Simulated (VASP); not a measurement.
Set up this calculation in VASP 6.6.1, as the native input.

- Task: single point
- Functional: PBE
- Potentials or basis: VASP PAW PBE potentials, release 64 (Ca_sv)
- Cutoff: 520 eV
- k mesh: 14 × 14 × 14
- Occupations: gaussian, width 0.15 eV
- Spin: no spin polarisation
- Dipole correction: no
- Further INCAR settings: ALGO = Normal; EDIFF = 1e-06; NBANDS = 11

The structure of Ca lies in POSCAR:

```
Ca
1.0
    0.0000000000      2.9059680000      2.5706640000
    2.9059680000      0.0000000000      2.5706640000
    2.9059680000      2.9059680000      0.0000000000
Ca
1
Direct
    0.0000000000      0.0000000000      0.0000000000
```

This cell differs from its parent crystal: strain +0.040 along x and y, -0.080 along z.

One way to write it, as run:

INCAR

```
SYSTEM = Ca
ALGO = Normal ; EDIFF = 1E-6
ENCUT = 520 ; GGA = PE
ISIF = 2 ; ISMEAR = 0
LASPH = .True. ; LCHARG = .True.
LELF = .True. ; LREAL = .False.
LVHAR = .True. ; LWAVE = .False.
NBANDS = 11 ; NELM = 100
PREC = Accurate ; SIGMA = 0.15
```

KPOINTS

```
k-points
0
Gamma
  14 14 14
  0 0 0
```

Potentials or basis: VASP PAW PBE potentials, release 64 (Ca_sv).

Launch:

```bash
$ cat potpaw_PBE.64/Ca_sv/POTCAR > POTCAR
$ mpirun -np 1 vasp_std > vasp.out
```

Results of the run:

| Quantity | Value |
| --- | --- |
| Pressure | -0.5 GPa |
| Band gap on the k mesh | zero (band 5 reaches 2.05 eV, above the bottom of band 6 at 1.69 eV) |

Caveat: the cell differs from its parent crystal (strain +0.040 along x and y, -0.080 along z).

Wall time 38 s on 1 thread of Intel(R) Xeon(R) 6975P-C (Granite Rapids) (shared host), peak memory 0.25 GiB.
